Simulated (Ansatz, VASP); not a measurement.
## One calculation of Te2Mo, two programs

```
Mo Te
1.0
     0.00000    3.32808    3.32808
     3.32808    0.00000    3.32808
     3.32808    3.32808    0.00000
Mo Te
1 2
Direct
  0.00000 0.00000 0.00000
  0.25000 0.25000 0.25000
  0.75000 0.75000 0.75000
```

Alike in both runs: task electric field gradients; functional PBE; k mesh 11 × 11 × 11; occupations fermi-dirac, width 0.05 eV; no spin polarisation.

```csv
,VASP,Ansatz
version,VASP 6.6.1,Ansatz 0.2.0
potentials or method,"VASP PAW PBE potentials, release 64 (Mo_sv, Te)","PAW with Ansatz's default frozen-core files, scalar-relativistic"
plane-wave cutoff (eV),520,420
valence electrons in the cell,26,46
```

```tsv
	VASP	Ansatz	Ansatz less VASP
pressure (GPa)	0.0	0.0	+0.03
```

VASP's potentials hold 26 valence electrons a cell and Ansatz's 46, so a difference there can come from the potentials and not from the codes.

Neither program's run includes spin-orbit coupling.
